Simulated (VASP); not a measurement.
# Li4NO (P4/mmm) in VASP: further runs

The runs below take Li4NO through single point, with PBE.

Everything below comes from runs of VASP 6.6.1. Logs are shortened: lines on timing, memory, paths and dates and some standing lists are left out, and cuts for length are marked.

### Step 1. The cell of the first run

The structure is tetragonal, space group P4/mmm (No. 123). The conventional cell has a = 3.257 Å, b = 3.257 Å, c = 4.853 Å, α = 90.00°, β = 90.00°, γ = 90.00°. Li (site symmetry 2mm) has 2 O at 1.99 Å and 2 N at 2.07 Å and 6 Li at 2.29 to 2.56 Å within 2.6 Å. N (site symmetry 4/mmm) has 8 Li at 2.07 Å within 2.7 Å. O (site symmetry 4/mmm) has 8 Li at 1.99 Å within 2.6 Å.

### Step 2. Single point, PBE

Input file INCAR:

```
SYSTEM = Li4NO
  PREC = Accurate
  ENCUT = 520
  EDIFF = 1E-7
  ISMEAR = 0
  SIGMA = 0.15
  LREAL = .False.
  LASPH = .True.
  NELM = 100
  ALGO = Normal
  ISIF = 2
  LWAVE = .False.
  LCHARG = .False.
  GGA = PE
  NBANDS = 20
```

Input file KPOINTS:

```
Automatic mesh
0
Gamma
  7 7 5
  0 0 0
```

Input file POSCAR:

```
Li4NO
1.0
    3.2567048793      0.0000000000      0.0000000000
    0.0000000000      3.2567048793      0.0000000000
    0.0000000000      0.0000000000      4.8528320365
Li N O
4 1 1
Direct
    0.0000000000      0.5000000000      0.2638480000
    0.5000000000      0.0000000000      0.7361520000
    0.0000000000      0.5000000000      0.7361520000
    0.5000000000      0.0000000000      0.2638480000
    0.0000000000      0.0000000000      0.0000000000
    0.5000000000      0.5000000000      0.5000000000
```

Potentials or basis: VASP PAW PBE potentials, release 64 (Li_sv, N, O).

Command:

```bash
$ cat potpaw_PBE.64/Li_sv/POTCAR potpaw_PBE.64/N/POTCAR potpaw_PBE.64/O/POTCAR > POTCAR
$ mpirun -np 1 vasp_std > vasp.out
```

OUTCAR:

```text
SYSTEM = Li4NO
   PREC = Accurate
   ENCUT = 520
   EDIFF = 1E-7
   ISMEAR = 0
   LREAL = .False.
   LASPH = .True.
   NELM = 100
   ISIF = 2
   GGA = PE

 ion  position               nearest neighbor table
   1  0.000  0.500  0.264-   6 1.99   6 1.99   5 2.07   5 2.07   3 2.29   4 2.30   4 2.30   4 2.30
                             4 2.30   3 2.56
   2  0.500  0.000  0.736-   6 1.99   6 1.99   5 2.07   5 2.07   4 2.29   3 2.30   3 2.30   3 2.30
                             3 2.30   4 2.56
   3  0.000  0.500  0.736-   6 1.99   6 1.99   5 2.07   5 2.07   1 2.29   2 2.30   2 2.30   2 2.30
                             2 2.30   1 2.56
   4  0.500  0.000  0.264-   6 1.99   6 1.99   5 2.07   5 2.07   2 2.29   1 2.30   1 2.30   1 2.30
                             1 2.30   2 2.56
   5  0.000  0.000  0.000-   1 2.07   2 2.07   3 2.07   4 2.07   1 2.07   3 2.07   2 2.07   4 2.07

   6  0.500  0.500  0.500-   1 1.99   2 1.99   3 1.99   4 1.99   2 1.99   4 1.99   1 1.99   3 1.99

  LATTYP: Found a simple tetragonal cell.
 ALAT       =     3.2567048793
 C/A-ratio  =     1.4901049424

  Lattice vectors:

 A1 = (   3.2567048793,   0.0000000000,   0.0000000000)
 A2 = (   0.0000000000,   3.2567048793,   0.0000000000)
 A3 = (   0.0000000000,   0.0000000000,   4.8528320365)

Analysis of symmetry for initial positions (statically):
=====================================================================
 Subroutine PRICEL returns:
 Original cell was already a primitive cell.

 Routine SETGRP: Setting up the symmetry group for a
 simple tetragonal supercell.

 Subroutine GETGRP returns: Found 16 space group operations
 (whereof 16 operations were pure point group operations)
 out of a pool of 16 trial point group operations.

The static configuration has the point symmetry D_4h.

Analysis of symmetry for dynamics (positions and initial velocities):
=====================================================================
 Subroutine PRICEL returns:
 Original cell was already a primitive cell.

 Routine SETGRP: Setting up the symmetry group for a
 simple tetragonal supercell.

 Subroutine GETGRP returns: Found 16 space group operations
 (whereof 16 operations were pure point group operations)
 out of a pool of 16 trial point group operations.

The dynamic configuration has the point symmetry D_4h.

 Subroutine INISYM returns: Found 16 space group operations
 (whereof 16 operations are pure point group operations),
 and found     1 'primitive' translations

----------------------------------------------------------------------------------------

                                     Primitive cell

  volume of cell :      51.4698

  direct lattice vectors                    reciprocal lattice vectors
     3.256704879  0.000000000  0.000000000     0.307058833  0.000000000  0.000000000
     0.000000000  3.256704879  0.000000000     0.000000000  0.307058833  0.000000000
     0.000000000  0.000000000  4.852832036     0.000000000  0.000000000  0.206065240

  length of vectors
     3.256704879  3.256704879  4.852832036     0.307058833  0.307058833  0.206065240

  position of ions in fractional coordinates (direct lattice)
     0.000000000  0.500000000  0.263848000
     0.500000000  0.000000000  0.736152000
     0.000000000  0.500000000  0.736152000
     0.500000000  0.000000000  0.263848000
     0.000000000  0.000000000  0.000000000
     0.500000000  0.500000000  0.500000000

  ion indices of the primitive-cell ions
   primitive index   ion index
                 1           1
                 2           2
                 3           3
                 4           4
                 5           5
                 6           6

----------------------------------------------------------------------------------------

 KPOINTS: Automatic mesh

Automatic generation of k-mesh.
 Grid dimensions read from file:
 generate k-points for:    7    7    5

 Generating k-lattice:

  Cartesian coordinates                     Fractional coordinates (reciprocal lattice)
     0.043865548  0.000000000  0.000000000     0.142857143  0.000000000  0.000000000
     0.000000000  0.043865548  0.000000000     0.000000000  0.142857143  0.000000000
     0.000000000  0.000000000  0.041213048     0.000000000  0.000000000  0.200000000

  Length of vectors
     0.043865548  0.043865548  0.041213048

  Shift w.r.t. Gamma in fractional coordinates (k-lattice)
     0.000000000  0.000000000  0.000000000

 Subroutine IBZKPT returns following result:
 ===========================================

 Found     30 irreducible k-points:

 Following reciprocal coordinates:
            Coordinates               Weight
  0.000000  0.000000  0.000000      1.000000
  0.142857  0.000000  0.000000      4.000000
  0.285714  0.000000  0.000000      4.000000
  0.428571  0.000000  0.000000      4.000000
  0.142857  0.142857  0.000000      4.000000
  0.285714  0.142857  0.000000      8.000000
[... 16 lines left out ...]
  0.285714  0.000000  0.400000      8.000000
  0.428571  0.000000  0.400000      8.000000
 [... further k-points ...]
   k-points           NKPTS =     30   k-points in BZ     NKDIM =     30   number of bands    NBANDS=     20
   number of dos      NEDOS =    301   number of ions     NIONS =      6
   total plane-waves  NPLWV =  20736
   dimension x,y,z NGX =    24 NGY =   24 NGZ =   36
   dimension x,y,z NGXF=    48 NGYF=   48 NGZF=   72
   ions per type =               4   1   1
   NGX,Y,Z   is equivalent  to a cutoff of  12.25, 12.25, 12.33 a.u.
   NGXF,Y,Z  is equivalent  to a cutoff of  24.50, 24.50, 24.67 a.u.
 SYSTEM =  Li4NO
   PREC   = accura    normal or accurate (medium, high low for compatibility)
   ISTART =      0    job   : 0-new  1-cont  2-samecut
   ICHARG =      2    charge: 1-file 2-atom 10-const
   ISPIN  =      1    spin polarized calculation?
   LNONCOLLINEAR =      F non collinear calculations
   LSORBIT =      F    spin-orbit coupling
   LASPH  =      T    aspherical Exc in radial PAW
   ENCUT  =  520.0 eV  38.22 Ry    6.18 a.u.   6.06  6.06  9.02*2*pi/ulx,y,z
   NELM   =    100;   NELMIN=  2; NELMDL= -5     # of ELM steps
   EDIFF  = 0.1E-06   stopping-criterion for ELM
   LREAL  =      F    real-space projection
   EDIFFG = 0.1E-05   stopping-criterion for IOM
   NSW    =      0    number of steps for IOM
   IBRION =     -1    ionic relax: 0-MD 1-quasi-New 2-CG
   NFREE  =      0    steps in history (QN), initial steepest desc. (CG)
   ISIF   =      2    stress and relaxation
   ISYM   =      2    0-nonsym 1-usesym 2-fastsym
   POTIM  = 0.5000    time-step for ionic-motion
   TEBEG  =    0.0;   TEEND  =   0.0 temperature during run
   PSTRESS=    0.0 pullay stress
   NELECT =      23.0000    total number of electrons
   NUPDOWN=      -1.0000    fix difference up-down
   EMIN   =  10.00;   EMAX   =-10.00  energy-range for DOS
   EFERMI =   0.00;   METHOD = LEGACY
   ISMEAR =     0;   SIGMA  =   0.15  broadening in eV -4-tet -1-fermi 0-gaus
   EFERMI_NEDOS =   21; number of points for ismear=-14 and -15
   IALGO  =     38    algorithm
   IMIX   =      4    mixing-type and parameters
     AMIX     =   0.40;   BMIX     =  1.00
     AMIX_MAG =   1.60;   BMIX_MAG =  1.00
  volume/ion in A,a.u.               =       8.58        57.89
  Fermi-wavevector in a.u.,A,eV,Ry     =   1.251603  2.365188 21.313679  1.566511
  Thomas-Fermi vector in A             =   2.385543
   LORBIT       =      0    0 simple, 1 ext, 2 COOP (PROOUT), +10 PAW based schemes
   GGA     = PE    functional components
   LHFCALC =     F    Hartree Fock is set to
   AEXX    =    0.0000 exact exchange contribution
   IVDW    =     0    specifies the selected vdW correction
   LEPSILON=     F    determine dielectric tensor
   LRPA    =     F    only Hartree local field effects (RPA)
 non-spin polarized calculation
 Gauss-broadening in eV      SIGMA  =   0.15
  energy-cutoff  :      520.00
  volume of cell :       51.47
 maximum number of plane-waves:      1399
   NGX = 13   NGY = 13   NGZ = 19

 number of electron      22.9999993 magnetization

 Free energy of the ion-electron system (eV)
  ---------------------------------------------------
  ext. energy  EPLUGINS =         0.00000000
  ---------------------------------------------------
  free energy    TOTEN  =       -26.51285253 eV

  energy without entropy =      -26.47131891  energy(sigma->0) =      -26.49208572

 E-fermi :   1.8253     XC(G=0):  -9.7079

 val. band max:        1.8180932932   @ k =   0.1429   0.0000   0.2000
 cond. band min:       1.8541307774   @ k =   0.4286   0.1429   0.0000
 fundamental gap:      0.0360374842
 Fermi energy:         1.8253173162

 k-point     1 :       0.0000    0.0000    0.0000
  band No.  band energies     occupation
      1     -41.7322      2.00000
      2     -41.6346      2.00000
      3     -41.4935      2.00000
      4     -41.4251      2.00000
      5     -14.3090      2.00000
      6      -9.9775      2.00000
[... 12 lines left out ...]
     19      14.9236      0.00000
     20      15.5589      0.00000

 k-point     2 :       0.1429    0.0000    0.0000
  band No.  band energies     occupation
      1     -41.7194      2.00000
      2     -41.6236      2.00000
      3     -41.5043      2.00000
      4     -41.4348      2.00000
      5     -14.2931      2.00000
      6      -9.9264      2.00000
[... 12 lines left out ...]
     19      14.7997      0.00000
     20      15.4522      0.00000

 k-point     3 :       0.2857    0.0000    0.0000
  band No.  band energies     occupation
      1     -41.6843      2.00000
      2     -41.5932      2.00000
      3     -41.5355      2.00000
      4     -41.4624      2.00000
      5     -14.2571      2.00000
      6      -9.8077      2.00000
[... 12 lines left out ...]
     19      14.5452      0.00000
     20      15.0814      0.00000

 k-point     4 :       0.4286    0.0000    0.0000
  band No.  band energies     occupation
      1     -41.6348      2.00000
      2     -41.5817      2.00000
      3     -41.5501      2.00000
      4     -41.5033      2.00000
      5     -14.2277      2.00000
      6      -9.7079      2.00000
[... 429 lines left out ...]
 k-point    23 :       0.2857    0.0000    0.4000
  band No.  band energies     occupation
      1     -41.6626      2.00000
      2     -41.6152      2.00000
      3     -41.5188      2.00000
      4     -41.4794      2.00000
      5     -14.2532      2.00000
      6      -9.8038      2.00000
[... 12 lines left out ...]
     19      13.8703      0.00000
     20      14.0732      0.00000

 k-point    24 :       0.4286    0.0000    0.4000
  band No.  band energies     occupation
      1     -41.6149      2.00000
      2     -41.5703      2.00000
      3     -41.5635      2.00000
      4     -41.5218      2.00000
      5     -14.2237      2.00000
      6      -9.6931      2.00000
[... 12 lines left out ...]
     19      13.1288      0.00000
     20      13.5954      0.00000

 [... further k-points ...]
[... 5 lines left out ...]
  --------------------------------------------------------------------------------------
  -------------------------------------------------------------------------------------
  Total        0.5036494      0.5036494      1.0042901      0.0000000     -0.0000000     -0.0000000
  in kB       15.6778605     15.6778605     31.2620662      0.0000000     -0.0000000     -0.0000000
  external PRESSURE =      20.8725957 kB  Pullay stress =       0.0000000 kB

 VOLUME and BASIS-vectors are now :
 -----------------------------------------------------------------------------
  energy-cutoff  :      520.00
  volume of cell :       51.47
      direct lattice vectors                 reciprocal lattice vectors
     3.256704879  0.000000000  0.000000000     0.307058833  0.000000000  0.000000000
     0.000000000  3.256704879  0.000000000     0.000000000  0.307058833  0.000000000
     0.000000000  0.000000000  4.852832036     0.000000000  0.000000000  0.206065240

 POSITION                                       TOTAL-FORCE (eV/Angst)
 -----------------------------------------------------------------------------------
      0.00000      1.62835      1.28041        -0.000000      0.000000     -0.033843
      1.62835      0.00000      3.57242         0.000000     -0.000000      0.033843
      0.00000      1.62835      3.57242         0.000000      0.000000      0.033843
      1.62835      0.00000      1.28041        -0.000000      0.000000     -0.033843
      0.00000      0.00000      0.00000        -0.000000      0.000000      0.000000
      1.62835      1.62835      2.42642        -0.000000      0.000000      0.000000
 -----------------------------------------------------------------------------------
    total drift:                                0.000000      0.000000     -0.000000

  FREE ENERGIE OF THE ION-ELECTRON SYSTEM (eV)
  ---------------------------------------------------
  free  energy   TOTEN  =       -26.5128525266 eV

  energy  without entropy=      -26.4713189117  energy(sigma->0) =      -26.49208572
```

Run time: 28 s. Hardware: 1 thread of AMD EPYC 7R43 (Zen 3), shared host; peak memory 0.13 GiB.

What came out:

- Free energy: -26.5129 eV
- Largest force: 0.034 eV/Å

Forces on the atoms (eV/Å):
```
Li   0.000  0.000 -0.034
Li   0.000  0.000  0.034
Li   0.000  0.000  0.034
Li   0.000  0.000 -0.034
N    0.000  0.000  0.000
O    0.000  0.000  0.000
```

Caveat: the cutoff is under 1.25 times the usual one of these potentials, so pressure, stress and relaxed cells hold a basis-set (Pulay) error; an odd number of electrons without spin polarisation forces a metal; a magnetic or distorted state may lie lower.

### Step 3. Single point, PBE

This run uses another cell than the first one, of 8.85 Å³/atom, 1.032 times its volume.

Input file INCAR:

```
  PREC = Accurate
  ENCUT = 520
  EDIFF = 1E-7
  ISMEAR = 0
  SIGMA = 0.15
  LREAL = F
  LASPH = T
  NELM = 80
  ALGO = Normal
  ISIF = 2
  LWAVE = F
  LCHARG = T
  GGA = PE
  LELF = T
  LVHAR = T
  NBANDS = 20
```

Input file KPOINTS:

```
Automatic mesh
0
Gamma
  7 7 5
```

POSCAR: that of step 2 with these lines changed.

```diff
@@ -2,5 +2,5 @@
 1.0
-    3.2567048793      0.0000000000      0.0000000000
-    0.0000000000      3.2567048793      0.0000000000
-    0.0000000000      0.0000000000      4.8528320365
+    3.2906313301      0.0000000000      0.0000000000
+    0.0000000000      3.2906313301      0.0000000000
+    0.0000000000      0.0000000000      4.9033860084
 Li N O
```

Potentials or basis: VASP PAW PBE potentials, release 64 (Li_sv, N, O).

Command:

```bash
$ cat potpaw_PBE.64/Li_sv/POTCAR potpaw_PBE.64/N/POTCAR potpaw_PBE.64/O/POTCAR > POTCAR
$ mpirun -np 1 vasp_std > vasp.out
```

Run time: 31 s. Hardware: 1 thread of AMD EPYC 7R43 (Zen 3), shared host; peak memory 0.13 GiB.

The run converged. Its results:

```yaml
Free_energy: -26.5249 eV
Largest_force: 0.034 eV/Å
```

Forces in eV/Å, atoms in the order of the input:
```
Li   0.000  0.000 -0.034
Li   0.000  0.000  0.034
Li   0.000  0.000  0.034
Li   0.000  0.000 -0.034
N    0.000  0.000  0.000
O    0.000  0.000  0.000
```

Levels at points of the mesh, in eV from the Fermi level:
| k point | band 8 | band 9 | band 10 | band 11 | band 12 | band 13 | band 14 | band 15 |
| --- | --- | --- | --- | --- | --- | --- | --- | --- |
| (0.00, 0.00, 0.00) | -1.72 | -1.72 | 0.07 | 0.34 | 0.34 | 4.15 | 5.34 | 10.62 |

Caveat: the cutoff is under 1.25 times the usual one of these potentials, so pressure, stress and relaxed cells hold a basis-set (Pulay) error; an odd number of electrons without spin polarisation forces a metal; a magnetic or distorted state may lie lower.

### Step 4. Single point, PBE

This run uses another cell than the first one, of 9.12 Å³/atom, 1.063 times its volume.

Input file INCAR:

```
PREC = Accurate
ENCUT = 520
EDIFF = 1E-7
ISMEAR = 0
SIGMA = 0.15
LREAL = F
LASPH = T
NELM = 100
ALGO = Normal
ISIF = 2
LWAVE = F
LCHARG = F
GGA = PE
NBANDS = 20
```

Input file KPOINTS:

```
regular mesh
0
Gamma
  7 7 5
```

POSCAR: that of step 3 with these lines changed.

```diff
@@ -2,5 +2,5 @@
 1.0
-    3.2906313301      0.0000000000      0.0000000000
-    0.0000000000      3.2906313301      0.0000000000
-    0.0000000000      0.0000000000      4.9033860084
+    3.3238722802      0.0000000000      0.0000000000
+    0.0000000000      3.3238722802      0.0000000000
+    0.0000000000      0.0000000000      4.9529185125
 Li N O
```

Command:

```bash
$ cat potpaw_PBE.64/Li_sv/POTCAR potpaw_PBE.64/N/POTCAR potpaw_PBE.64/O/POTCAR > POTCAR
$ mpirun -np 1 vasp_std > vasp.out
```

Wall time 47 s (1 thread of AMD EPYC 7R43 (Zen 3), shared host); peak memory 0.14 GiB.

It converged, with:

```yaml
Free_energy: -26.5141 eV
Largest_force: 0.034 eV/Å
```

Forces on the atoms (eV/Å):
```
Li   0.000  0.000 -0.034
Li   0.000  0.000  0.034
Li   0.000  0.000  0.034
Li   0.000  0.000 -0.034
N    0.000  0.000  0.000
O    0.000  0.000  0.000
```

Levels at points of the mesh, in eV from the Fermi level:
```
           k point  band 8  band 9  band 10  band 11  band 12  band 13  band 14  band 15
(0.00, 0.00, 0.00)   -1.67   -1.67     0.06     0.33     0.33     4.05     5.16    10.47
```

Caveat: the cutoff is under 1.25 times the usual one of these potentials, so pressure, stress and relaxed cells hold a basis-set (Pulay) error; an odd number of electrons without spin polarisation forces a metal; a magnetic or distorted state may lie lower.

### Step 5. The runs side by side

```tsv
cell	gap on the mesh (eV)	largest force (eV/Å)
a = 3.257, b = 3.257, c = 4.853 Å, 6 atoms	none	0.03
a = 3.291, b = 3.291, c = 4.903 Å, 6 atoms	none	0.03
a = 3.324, b = 3.324, c = 4.953 Å, 6 atoms	none	0.03
```

Alike in all rows: task single point; level PBE; potentials or basis VASP PAW PBE potentials, release 64 (Li_sv, N, O); no spin polarisation; k mesh 7 × 7 × 5; cutoff (eV) 520; smearing gaussian 0.15 eV.

Caveats: the cutoff is under 1.25 times the usual one of these potentials, so pressure, stress and relaxed cells hold a basis-set (Pulay) error; an odd number of electrons without spin polarisation forces a metal; a magnetic or distorted state may lie lower.

Absolute energies hang on the potentials; compare differences alone.
